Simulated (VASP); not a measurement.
The system is MgSi4N.

```
Mg Si N
1.0
     2.54731   -4.28268    0.00000
     2.54731    4.28268    0.00000
     0.00000    0.00000    4.10815
Mg Si N
1 4 1
Direct
  0.00000 0.00000 0.50000
  0.16834 0.83166 0.00000
  0.83166 0.16834 0.00000
  0.00000 0.50000 0.50000
  0.50000 0.00000 0.50000
  0.50000 0.50000 0.00000
```

The cell was generated, and may not be a known phase.

| Item | Value |
| --- | --- |
| Program | VASP 6.6.1 |
| Task | relaxation of cell and atoms |
| Functional | PBE |
| Potentials or basis | VASP PAW PBE potentials, release 64 (Mg, Si, N) |
| Cutoff | 600 eV |
| k mesh | 4 × 4 × 4 |
| Occupations | gaussian, width 0.1 eV |
| Spin | collinear spin, ferromagnetic start |
| Starting moments | [0.0, 0.0, 0.0, 0.0, 0.0, 1.0] μB |

At the start: pressure 9.3 GPa; volume 14.94 Å³/atom.

Task: Where does the relaxation end?

Result: Over 48 steps the energy falls by 247.1 meV/atom and the volume is 16.64 Å³/atom (+11.4 %); space group Cmmm (No. 65, to 0.1 Å) before and after; moment 0.00 μB per cell.

Step by step:
```csv
step,energy change (eV),largest force (eV/Å),pressure (GPa),volume (Å³)
1,0.0000,0.4026,9.29,89.63
3,-0.5114,0.1510,-1.87,105.76
5,-1.0333,0.2893,-3.59,105.72
7,-1.1764,0.1851,0.87,98.42
9,-1.1817,0.0977,-0.14,100.05
11,-1.1841,0.0412,0.03,99.53
13,-1.1894,0.0380,-0.31,99.39
15,-1.2163,0.1828,-1.07,98.61
17,-1.2273,0.2968,-0.91,98.44
19,-1.2560,0.4330,0.08,98.02
21,-1.2564,0.4473,0.29,97.96
23,-1.2569,0.4553,0.36,97.94
25,-1.2576,0.4946,0.68,97.88
27,-1.2621,0.5291,0.78,97.88
29,-1.2852,0.6405,1.27,97.87
31,-1.2923,0.1077,4.17,97.81
33,-1.3341,0.4196,2.56,97.97
35,-1.3372,0.8544,4.17,99.07
37,-1.3845,0.1110,3.26,98.60
39,-1.4583,0.0255,1.15,99.85
41,-1.4770,0.1058,-0.66,101.05
43,-1.4781,0.0892,-0.45,100.83
45,-1.4810,0.0493,0.27,99.59
47,-1.4817,0.0158,0.05,99.88
48,-1.4829,0.0285,-0.05,99.86
```

Final structure:
```cif
data_structure
_symmetry_space_group_name_H-M 'P 1'
_symmetry_Int_Tables_number 1
_cell_length_a 5.4752
_cell_length_b 5.4752
_cell_length_c 4.6967
_cell_angle_alpha 90.000
_cell_angle_beta 90.000
_cell_angle_gamma 134.823
_cell_volume 99.86
loop_
_atom_site_label
_atom_site_type_symbol
_atom_site_fract_x
_atom_site_fract_y
_atom_site_fract_z
_atom_site_occupancy
Mg1 Mg 0.00000 0.00000 0.50000 1
Si1 Si 0.12377 0.87623 0.00000 1
Si2 Si 0.87623 0.12377 0.00000 1
Si3 Si 0.00000 0.50000 0.50000 1
Si4 Si 0.50000 0.00000 0.50000 1
N1 N 0.50000 0.50000 0.00000 1
```

Caveat: the k points lie up to 0.40 Å⁻¹ apart in the final cell.
